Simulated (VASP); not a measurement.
Here is a VASP 6.6.1 calculation.

Contents of INCAR:

```
  PREC = Accurate
  ENCUT = 520
  EDIFF = 1E-6
  ISMEAR = 0
  SIGMA = 0.1
  LREAL = False
  LASPH = True
  NELM = 80
  ALGO = Fast
  ISIF = 2
  LWAVE = False
  LCHARG = False
  GGA = PS
  NBANDS = 17
```

File KPOINTS:

```
regular mesh
0
Gamma
  16 16 16
```

File POSCAR:

```
Pd
1.0
    0.0000000000      2.8422752377      2.8422752377
    2.8422752377      0.0000000000      2.8422752377
    2.8422752377      2.8422752377      0.0000000000
Pd
2
Direct
    0.0000000000      0.0000000000      0.0000000000
    0.2500000000      0.2500000000      0.2500000000
```

Potentials or basis: VASP PAW PBE potentials, release 64 (Pd).

The run is started by

```bash
$ cat potpaw_PBE.64/Pd/POTCAR > POTCAR
$ mpirun -np 1 vasp_std > vasp.out
```

Q: Predict the pressure.

A: -0.5 GPa.

Q: Estimate the band gap on the k mesh.

A: Zero (band 10 reaches 4.50 eV, above the bottom of band 11 at 4.07 eV).

Caveat: the PAW data sets were made with another functional, which shifts forces and pressure a little.
